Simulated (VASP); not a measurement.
# AlN (P6_3mc) in VASP: further runs, part 2 of 2

VASP 6.6.1.

### Step 3. Relaxation of cell and atoms, LDA

This run uses another cell than the first one, of 10.65 Å³/atom, 1.043 times its volume.

INCAR

```
ALGO     = Normal         # electronic algorithm
EDIFF    = 1E-7           # SCF threshold, eV
EDIFFG   = -0.005         # ionic threshold
ENCUT    = 600            # plane-wave cutoff, eV
IBRION   = 2              # ionic algorithm
ISIF     = 3              # what is computed and relaxed
ISMEAR   = 0              # smearing method
LASPH    = T              # aspherical terms in the spheres
LCHARG   = F              # write CHGCAR
LREAL    = F              # projectors in reciprocal space
LWAVE    = F              # write WAVECAR
NELM     = 100            # most SCF steps
NSW      = 70             # ionic steps
PREC     = Accurate       # precision mode
SIGMA    = 0.02           # smearing width, eV
```

KPOINTS

```
k-points
0
Gamma
  9 9 6
```

POSCAR

```
AlN
1.0
    3.1302455677      0.0000000000      0.0000000000
   -1.5651227838      2.7108721817      0.0000000000
    0.0000000000      0.0000000000      5.0179604231
Al N
2 2
Direct
    0.3333333333      0.6666666667     -0.0007713538
    0.6666666667      0.3333333333      0.4992286462
    0.3333333333      0.6666666667      0.3807713538
    0.6666666667      0.3333333333      0.8807713538
```

Potentials or basis: VASP PAW LDA potentials, release 64 (Al, N).

Launch:

```bash
$ cat potpaw_LDA.64/Al/POTCAR potpaw_LDA.64/N/POTCAR > POTCAR
$ mpirun -np 1 vasp_std > vasp.out
```

OUTCAR:

```text
EDIFF = 1E-7
   EDIFFG = -0.005
   ENCUT = 600
   IBRION = 2
   ISIF = 3
   ISMEAR = 0
   LASPH = T
   LREAL = F
   NELM = 100
   NSW = 70
   PREC = Accurate

 ion  position               nearest neighbor table
   1  0.333  0.667  0.999-   4 1.90   4 1.90   4 1.90   3 1.91   2 3.09   2 3.09   2 3.09   2 3.09
                             2 3.09   2 3.09
   2  0.667  0.333  0.499-   3 1.90   3 1.90   3 1.90   4 1.91   1 3.09   1 3.09   1 3.09   1 3.09
                             1 3.09   1 3.09
   3  0.333  0.667  0.381-   2 1.90   2 1.90   2 1.90   1 1.91
   4  0.667  0.333  0.881-   1 1.90   1 1.90   1 1.90   2 1.91

  LATTYP: Found a hexagonal cell.
 ALAT       =     3.1302455677
 C/A-ratio  =     1.6030564742

  Lattice vectors:

 A1 = (   3.1302455677,   0.0000000000,   0.0000000000)
 A2 = (  -1.5651227838,   2.7108721817,   0.0000000000)
 A3 = (   0.0000000000,   0.0000000000,   5.0179604231)

Analysis of symmetry for initial positions (statically):
=====================================================================
 Subroutine PRICEL returns:
 Original cell was already a primitive cell.

 Routine SETGRP: Setting up the symmetry group for a
 hexagonal supercell.

 Subroutine GETGRP returns: Found 12 space group operations
 (whereof  6 operations were pure point group operations)
 out of a pool of 24 trial point group operations.

[... 180 lines left out ...]
  external PRESSURE =     -76.7157978 kB  Pullay stress =       0.0000000 kB
[... 215 lines left out ...]
--------------------------------------- Ionic step        7  -------------------------------------------

 number of electron      15.9999999 magnetization

 Free energy of the ion-electron system (eV)
  ---------------------------------------------------
  ext. energy  EPLUGINS =         0.00000000
  ---------------------------------------------------
  free energy    TOTEN  =       -32.84447279 eV

  energy without entropy =      -32.84447279  energy(sigma->0) =      -32.84447279

 E-fermi :   6.1907     XC(G=0): -11.3322

 val. band max:        6.0881507775   @ k =   0.0000   0.0000   0.0000
 cond. band min:      10.4906007986   @ k =   0.0000   0.0000   0.0000
 fundamental gap:      4.4024500211
 Fermi energy:         6.1907133388

 k-point     1 :       0.0000    0.0000    0.0000
  band No.  band energies     occupation
      1      -9.0683      2.00000
      2      -6.7833      2.00000
      3      -0.0536      2.00000
      4       5.2018      2.00000
      5       5.2018      2.00000
      6       5.8624      2.00000
      7       5.8624      2.00000
      8       6.0882      2.00000
      9      10.4906      0.00000
     10      12.7994      0.00000
     11      16.7235      0.00000
     12      17.1706      0.00000
[... 331 lines left out ...]
 k-point    24 :       0.3333    0.3333    0.1667
  band No.  band energies     occupation
      1      -6.3970      2.00000
      2      -6.3970      2.00000
      3       1.2378      2.00000
      4       1.8314      2.00000
      5       1.8314      2.00000
      6       3.3085      2.00000
      7       4.1697      2.00000
      8       4.1697      2.00000
      9      11.4059      0.00000
     10      14.3371      0.00000
     11      15.1966      0.00000
     12      15.1966      0.00000

 [... further k-points ...]
[... 5 lines left out ...]
  --------------------------------------------------------------------------------------
  -------------------------------------------------------------------------------------
  Total       -0.0023682     -0.0023682     -0.0066118     -0.0000000      0.0000000      0.0000000
  in kB       -0.0926681     -0.0926681     -0.2587230     -0.0000000      0.0000000      0.0000000
  external PRESSURE =      -0.1480198 kB  Pullay stress =       0.0000000 kB
[... 19 lines left out ...]
  FREE ENERGIE OF THE ION-ELECTRON SYSTEM (eV)
  ---------------------------------------------------
  free  energy   TOTEN  =       -32.8444727890 eV

  energy  without entropy=      -32.8444727890  energy(sigma->0) =      -32.84447279

 reached required accuracy - stopping structural energy minimisation
```

OSZICAR:

```text
N       E                     dE             d eps       ncg     rms          rms(c)
DAV:   1     0.568444722147E+02    0.56844E+02   -0.84007E+03  1152   0.135E+03
DAV:   2    -0.335725720765E+02   -0.90417E+02   -0.82895E+02  1676   0.224E+02
DAV:   3    -0.377368677169E+02   -0.41643E+01   -0.41468E+01  1484   0.531E+01
DAV:   4    -0.377690982500E+02   -0.32231E-01   -0.32213E-01  1360   0.555E+00
[... 48 lines left out ...]
DAV:   1    -0.328444864803E+02   -0.44128E-04   -0.51797E-03  1152   0.680E-01    0.256E-02
DAV:   2    -0.328444769406E+02    0.95397E-05   -0.77823E-05  1428   0.777E-02    0.112E-02
DAV:   3    -0.328444734738E+02    0.34668E-05   -0.47007E-06  1336   0.189E-02    0.425E-03
DAV:   4    -0.328444728183E+02    0.65548E-06   -0.11232E-06  1424   0.888E-03    0.120E-03
DAV:   5    -0.328444727890E+02    0.29355E-07   -0.96502E-08   652   0.283E-03
   7 F= -.32844473E+02 E0= -.32844473E+02  d E =-.304653E-04
```

CONTCAR:

```text
AlN
   1.00000000000000
     3.0911381620523706   -0.0000000000007231   -0.0000000000000000
    -1.5455690809774363    2.6770041749338569    0.0000000000000000
     0.0000000000000000   -0.0000000000000000    4.9480130788303747
  Al              N
     2     2
Direct
     0.3333333332999970    0.6666666667000030    0.9990391585047675
     0.6666666667000030    0.3333333332999970    0.4990391585047675
     0.3333333332999970    0.6666666667000030    0.3809608414952350
     0.6666666667000030    0.3333333332999970    0.8809608414952350

  0.00000000E+00  0.00000000E+00  0.00000000E+00
  0.00000000E+00  0.00000000E+00  0.00000000E+00
  0.00000000E+00  0.00000000E+00  0.00000000E+00
  0.00000000E+00  0.00000000E+00  0.00000000E+00
```

It took 54 s on 1 thread of Intel Xeon Platinum 8488C (Sapphire Rapids), shared host; peak memory 0.17 GiB.

Results:

```
Free energy                            : -32.8445 eV
Relaxed volume                         : 10.24 Å³/atom
Relaxed cell                           : a = 3.091 Å, b = 3.091 Å, c = 4.948 Å, α = 90.00°, β = 90.00°, γ = 120.00°
Space group after relaxing (to 0.05 Å) : P6_3mc (No. 186)
Energy gained by relaxing              : 10.1 meV/atom
Ionic steps                            : 7
Pressure after relaxing                : 0.0 GPa
Band gap on the k mesh                 : 4.40 eV, direct
```

The path:
```
step  energy change (eV)  largest force (eV/Å)  pressure (GPa)  volume (Å³)
   1              0.0000                0.0074           -7.67        42.58
   2             -0.0053                0.0230            8.06        39.52
   3             -0.0404                0.0082           -0.05        40.96
   4             -0.0404                0.0085            0.11        40.92
   5             -0.0405                0.0139           -0.11        40.96
   6             -0.0405                0.0138           -0.10        40.96
   7             -0.0405                0.0011           -0.01        40.94
```

Final structure:
```
CELL_PARAMETERS angstrom
3.09114 0.00000 0.00000
-1.54557 2.67700 0.00000
0.00000 0.00000 4.94801
ATOMIC_POSITIONS crystal
Al 0.33333 0.66667 0.99904
Al 0.66667 0.33333 0.49904
N 0.33333 0.66667 0.38096
N 0.66667 0.33333 0.88096
```
